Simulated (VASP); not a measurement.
Write the native input for VASP 6.6.1 that does the following.

```
Task                   : single point
Functional             : LDA
Potentials or basis    : VASP PAW LDA potentials, release 64 (Zn, Se)
Cutoff                 : 520 eV
k mesh                 : 4 × 4 × 4
Occupations            : gaussian, width 0.01 eV
Spin                   : no spin polarisation
Dipole correction      : no
Further INCAR settings : ALGO = Normal; EDIFF = 1e-06; NBANDS = 16
```

The structure of ZnSe (Stilleite) lies in POSCAR:

```
ZnSe
1.0
    0.0000000000      2.8338000000      2.8338000000
    2.8338000000      0.0000000000      2.8338000000
    2.8338000000      2.8338000000      0.0000000000
Zn Se
1 1
Direct
    0.0000000000      0.0000000000      0.0000000000
    0.2500000000      0.2500000000      0.2500000000
```

These files were run (other wordings do the same):

INCAR

```
PREC     = Accurate       # precision mode
ENCUT    = 520            # plane-wave cutoff, eV
EDIFF    = 1E-6           # SCF threshold, eV
ISMEAR   = 0              # smearing method
SIGMA    = 0.01           # smearing width, eV
LREAL    = F              # projectors in reciprocal space
LASPH    = T              # aspherical terms in the spheres
NELM     = 100            # most SCF steps
ALGO     = Normal         # electronic algorithm
ISIF     = 2              # what is computed and relaxed
LWAVE    = F              # write WAVECAR
LCHARG   = F              # write CHGCAR
NBANDS   = 16             # bands
```

KPOINTS

```
regular mesh
0
Gamma
  4 4 4
```

Potentials or basis: VASP PAW LDA potentials, release 64 (Zn, Se).

Run with:

```sh
$ cat potpaw_LDA.64/Zn/POTCAR potpaw_LDA.64/Se/POTCAR > POTCAR
$ mpirun -np 1 vasp_std > vasp.out
```

Results of the run:

```json
{
  "Pressure": "-2.8 GPa",
  "Band gap on the k mesh": "1.05 eV, direct"
}
```

Caveat: the k points lie up to 0.48 Å⁻¹ apart.

Wall time 3.4 s on 1 thread of Intel(R) Xeon(R) 6975P-C (Granite Rapids) (shared host), peak memory 0.14 GiB.
